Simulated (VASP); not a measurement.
Runs of VASP 6.6.1 on Lu. The structure is that of space group Im-3m (No. 229), or close to it. The cells are those of the table. 

```tsv
cell	k mesh	gap on the mesh (eV)	pressure (GPa)
a = 3.399 Å, angles 109.5°, 1 atom	13 × 13 × 13	none	0.2
a = 3.487 Å, angles 109.5°, 1 atom	13 × 13 × 13	none	(a)
a = 3.530 Å, angles 109.5°, 1 atom	13 × 13 × 13	none	-3.7
a = 3.257 Å, angles 109.5°, 1 atom	13 × 13 × 13	none	6.9
a = 3.306 Å, angles 109.5°, 1 atom	13 × 13 × 13	none	4.3
a = 3.444 Å, angles 109.5°, 1 atom	13 × 13 × 13	none	-1.4
a = 3.399 Å, angles 109.5°, 1 atom	19 × 19 × 19	none	0.2
a = 3.353 Å, angles 109.5°, 1 atom	13 × 13 × 13	none	(b)
```

Alike in all rows: task single point; level BLYP; potentials or basis VASP PAW PBE potentials, release 64 (Lu); no spin polarisation; cutoff (eV) 520; smearing fermi-dirac 0.1 eV.

Estimate the missing entries.

(a) -2.7; (b) 2.0.

Caveats: the PAW data sets were made with another functional, which shifts forces and pressure a little; spin-orbit coupling is left out, which moves the levels of the heavy elements.

A k mesh can miss the band edges, and the runs leave out spin-orbit coupling on Lu.

A gap of «none» marks levels without a gap at the run's occupations.
